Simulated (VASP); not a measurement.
# Y2LuN3: single point with PBE

Y2LuN3:

```
CELL_PARAMETERS angstrom
3.40050 0.00000 0.00000
-1.70025 2.94492 0.00000
0.00000 0.00000 8.33126
ATOMIC_POSITIONS crystal
Y 0.33333 0.66667 0.66911
Y 0.66667 0.33333 0.33089
Lu 0.00000 0.00000 0.00000
N 0.33333 0.66667 0.16158
N 0.66667 0.33333 0.83842
N 0.00000 0.00000 0.50000
```

```yaml
Program: VASP 6.6.1
Task: single point
Functional: PBE
Potentials_or_basis: VASP PAW PBE potentials, release 64 (Y_sv, Lu, N)
Cutoff: 520 eV
k_mesh: 12 × 12 × 4
Occupations: gaussian, width 0.01 eV
Spin: no spin polarisation
Dipole_correction: no
Further_INCAR_settings: ALGO = Normal; EDIFF = 1e-06; NBANDS = 40
```

The pressure is 5.4 GPa and the largest force is 0.052 eV/Å. The band gap on the k mesh is 0.03 eV (least direct gap 0.50 eV).

Forces on the atoms (eV/Å):
```
Y    0.000  0.000 -0.014
Y    0.000  0.000  0.014
Lu   0.000  0.000  0.000
N    0.000  0.000  0.052
N    0.000  0.000 -0.052
N    0.000  0.000  0.000
```

Levels at points of the mesh, in eV from the valence-band top:
| k point | band 28 | band 29 | band 30 | band 31 | band 32 | band 33 | band 34 | band 35 |
| --- | --- | --- | --- | --- | --- | --- | --- | --- |
| (0.00, 0.00, 0.00) | -1.91 | 0.00 | 0.00 | 0.00 | 3.12 | 3.16 | 3.16 | 3.96 |
| (0.50, 0.00, 0.00) | -1.97 | -1.74 | -0.47 | -0.47 | 0.03 | 3.82 | 4.13 | 6.21 |
| (0.00, 0.00, 0.50) | -0.97 | -0.97 | -0.74 | -0.74 | 3.27 | 3.45 | 3.77 | 3.77 |
| (0.50, 0.00, 0.50) | -1.60 | -1.56 | -1.07 | -1.02 | 1.47 | 1.54 | 5.88 | 6.62 |

It took 2.9 min on 1 thread of AMD EPYC 9R45 96-Core Processor (Zen 5) (shared host), peak memory 0.36 GiB.

Caveat: the cell stands under pressure; spin-orbit coupling is left out, which moves the levels of the heavy elements. A k mesh can miss the band edges.
